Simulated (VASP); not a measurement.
A run of VASP 6.6.1:

The input INCAR:

```
PREC = Accurate
ENCUT = 520
EDIFF = 1E-6
ISMEAR = 1
SIGMA = 0.1
LREAL = F
LASPH = T
NELM = 100
ALGO = Normal
ISIF = 2
LWAVE = F
LCHARG = T
GGA = PE
LELF = T
LVHAR = T
NBANDS = 32
```

Contents of KPOINTS:

```
regular mesh
0
Gamma
  10 10 5
```

POSCAR

```
Lu
1.0
    3.4736607930      0.0000000000      0.0000000000
   -1.7368303965      3.0082784889      0.0000000000
    0.0000000000      0.0000000000      5.5042515761
Lu
2
Direct
    0.3333333333      0.6666666667      0.2500000000
    0.6666666667      0.3333333333      0.7500000000
```

Potentials or basis: VASP PAW PBE potentials, release 64 (Lu).

The run is started by

```console
$ cat potpaw_PBE.64/Lu/POTCAR > POTCAR
$ mpirun -np 1 vasp_std > vasp.out
```

Hardware: 1 thread of AMD EPYC 7R13, on a shared host.

Question: How long does it take, and how much memory?

Answer: Run time: 2.2 min on 1 thread of AMD EPYC 7R13, with other jobs on the host, peak memory 0.19 GiB. Counts: scf iterations 11, k points 42.
